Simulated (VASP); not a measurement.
Input of a VASP 6.6.1 run:

INCAR

```
PREC = Accurate
ENCUT = 520
EDIFF = 1E-6
ISMEAR = 0
SIGMA = 0.15
LREAL = F
LASPH = T
NELM = 80
ALGO = Fast
ISIF = 2
LWAVE = F
LCHARG = F
GGA = PE
IVDW = 12
NBANDS = 16
```

File KPOINTS:

```
regular mesh
0
Gamma
  14 14 14
```

File POSCAR:

```
InSb
1.0
    3.8555455277     -0.4125860528     -0.4125860528
   -0.4125860528      3.8555455277     -0.4125860528
   -0.4125860528     -0.4125860528      3.8555455277
In Sb
1 1
Direct
    0.0000000000      0.0000000000      0.0000000000
    0.5000000000      0.5000000000      0.5000000000
```

Potentials or basis: VASP PAW PBE potentials, release 64 (In_d, Sb).

Command:

```bash
$ cat potpaw_PBE.64/In_d/POTCAR potpaw_PBE.64/Sb/POTCAR > POTCAR
$ mpirun -np 1 vasp_std > vasp.out
```

Q: Predict the dispersion energy per atom.

A: -0.414 eV.

Q: Predict the pressure.

A: 7.1 GPa.

Stress tensor (GPa, compression positive):
```
 7.08 11.05 11.05
11.05  7.08 11.05
11.05 11.05  7.08
```

Caveat: the cell stands under pressure.
